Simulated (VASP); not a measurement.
Set up this calculation in VASP 6.6.1, as the native input.

| Item | Value |
| --- | --- |
| Task | single point |
| Functional | PBE |
| Potentials or basis | VASP PAW PBE potentials, release 64 (N, In_d, As) |
| Cutoff | 600 eV |
| k mesh | 6 × 6 × 4 |
| Occupations | fermi-dirac, width 0.02 eV |
| Spin | no spin polarisation |
| Dipole correction | no |
| Further INCAR settings | ALGO = Normal; EDIFF = 1e-06; NBANDS = 46 |

The structure of In2AsN lies in POSCAR:

```
In2AsN
1.0
    3.9765203966      0.0000000000      0.0000000000
    0.0000000000      3.9765203966      0.0000000000
    0.0000000000      0.0000000000     10.7046473419
N In As
2 4 2
Direct
    0.5000000000      0.0000000000      0.0917160493
    0.0000000000      0.5000000000      0.9082839507
    0.5000000000      0.5000000000      0.0000000000
    0.0000000000      0.0000000000      0.8080807500
    0.5000000000      0.5000000000      0.5000000000
    0.0000000000      0.0000000000      0.1919192500
    0.5000000000      0.0000000000      0.6534692035
    0.0000000000      0.5000000000      0.3465307965
```

One way to write it, as run:

INCAR

```
PREC = Accurate
ENCUT = 600
EDIFF = 1E-6
ISMEAR = -1
SIGMA = 0.02
LREAL = False
LASPH = True
NELM = 120
ALGO = Normal
ISIF = 2
LWAVE = False
LCHARG = True
GGA = PE
LELF = True
LVHAR = True
NBANDS = 46
GGA_COMPAT = False
```

KPOINTS

```
regular mesh
0
Gamma
  6 6 4
```

Potentials or basis: VASP PAW PBE potentials, release 64 (N, In_d, As).

Command:

```sh
$ cat potpaw_PBE.64/N/POTCAR potpaw_PBE.64/In_d/POTCAR potpaw_PBE.64/As/POTCAR > POTCAR
$ mpirun -np 1 vasp_std > vasp.out
```

Results of the run:

```json
{"Pressure": "2.9 GPa", "Largest force": "0.027 eV/Å", "Band gap on the k mesh": "zero (filled and empty bands touch)"}
```

Caveat: semilocal functionals underestimate gaps, and a narrow one can read as zero; spin-orbit coupling is left out, which moves the levels of the heavy elements.

It took 7.1 min on 1 thread of Oxide Virtual Turin-like Processor (shared host), peak memory 0.4 GiB.
